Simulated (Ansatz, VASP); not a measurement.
**Zr3SiF2: VASP beside Ansatz**

```
CELL_PARAMETERS angstrom
6.44869 0.00000 0.00000
-3.22435 5.58473 0.00000
0.00000 0.00000 7.58668
ATOMIC_POSITIONS crystal
Zr 0.16270 0.32540 0.75000
Zr 0.67460 0.83730 0.75000
Zr 0.16270 0.83730 0.75000
Zr 0.83730 0.67460 0.25000
Zr 0.32540 0.16270 0.25000
Zr 0.83730 0.16270 0.25000
Si 0.00000 0.00000 0.00000
Si 0.00000 0.00000 0.50000
F 0.66667 0.33333 0.08454
F 0.33333 0.66667 0.91546
F 0.33333 0.66667 0.58454
F 0.66667 0.33333 0.41546
```

Change from the starting cell: species swapped into the Hf2Cr3Si type (P6_3/mmc, No. 194).

Alike in both runs: task single point; functional PBE; k mesh 3 × 3 × 2; occupations gaussian, width 0.1 eV; collinear spin.

|  | VASP | Ansatz |
| --- | --- | --- |
| version | VASP 6.6.1 | Ansatz 0.2.0 |
| potentials or method | VASP PAW PBE potentials, release 64 (Zr_sv, Si, F), cutoff 600 eV | scalar-relativistic, plane waves, PAW |
| valence electrons in the cell | 108 | 108 |

Ansatz gave:

- gap on the k mesh at the Fermi level (eV): none
- pressure (GPa): 0.0
- traceless stress, the component that is largest in VASP (GPa): -0.44
- rms of the force components (eV/Å): 0.031
- net moment per atom (μB): 0.09
- size of the moment on the site where the two differ most (μB): 0.06

Task: What did VASP give for the same quantities?

Result: gap on the k mesh at the Fermi level (eV): none; pressure (GPa): 0.0; traceless stress, the component that is largest in VASP (GPa): -0.48; rms of the force components (eV/Å): 0.014; net moment per atom (μB): 0.09; size of the moment on the site where the two differ most (μB): 0.10.

Site moments also hang on the region over which each program counts them. Atom by atom the forces differ by 0.019 eV/Å (rms over components). A gap of «none» marks a metal or a gap that the smearing closes.

The k mesh is coarse, so the values compare programs but aren't converged.
